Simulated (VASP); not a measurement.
A run of VASP 6.6.1 is set up as follows.

INCAR

```
SYSTEM = CdO5
  PREC = Accurate
  ENCUT = 520
  EDIFF = 1E-6
  ISMEAR = 0
  SIGMA = 0.1
  LREAL = .FALSE.
  LASPH = .TRUE.
  NELM = 150
  ALGO = Normal
  ISIF = 2
  LWAVE = .FALSE.
  LCHARG = .FALSE.
  ISPIN = 2
  MAGMOM = 0 0.83 0.83 0.83 0.83 0.83
  LORBIT = 11
  GGA = PE
  NBANDS = 34
```

Contents of KPOINTS:

```
regular mesh
0
G
  10 10 10
  0 0 0
```

The input POSCAR:

```
CdO5
1.0
    0.0000000000      3.1199118475      3.1199118475
    3.1199118475      0.0000000000      3.1199118475
    3.1199118475      3.1199118475      0.0000000000
Cd O
1 5
Direct
    0.0000000000      0.0000000000      0.0000000000
    0.2500000000      0.2500000000      0.2500000000
    0.6233763125      0.6233763125      0.6233763125
    0.1298710624      0.6233763125      0.6233763125
    0.6233763125      0.6233763125      0.1298710624
    0.6233763125      0.1298710624      0.6233763125
```

Potentials or basis: VASP PAW PBE potentials, release 64 (Cd, O).

Launch:

```bash
$ cat potpaw_PBE.64/Cd/POTCAR potpaw_PBE.64/O/POTCAR > POTCAR
$ mpirun -np 1 vasp_std > vasp.out
```

Problem. Estimate the net moment.

Solution. 3.85 μB per cell.

Problem. Estimate the largest force.

Solution. 0.004 eV/Å.

Forces on the atoms (eV/Å):
```
Cd   0.000  0.000  0.000
O    0.000  0.000  0.000
O   -0.002 -0.002 -0.002
O   -0.002  0.002  0.002
O    0.002  0.002 -0.002
O    0.002 -0.002  0.002
```
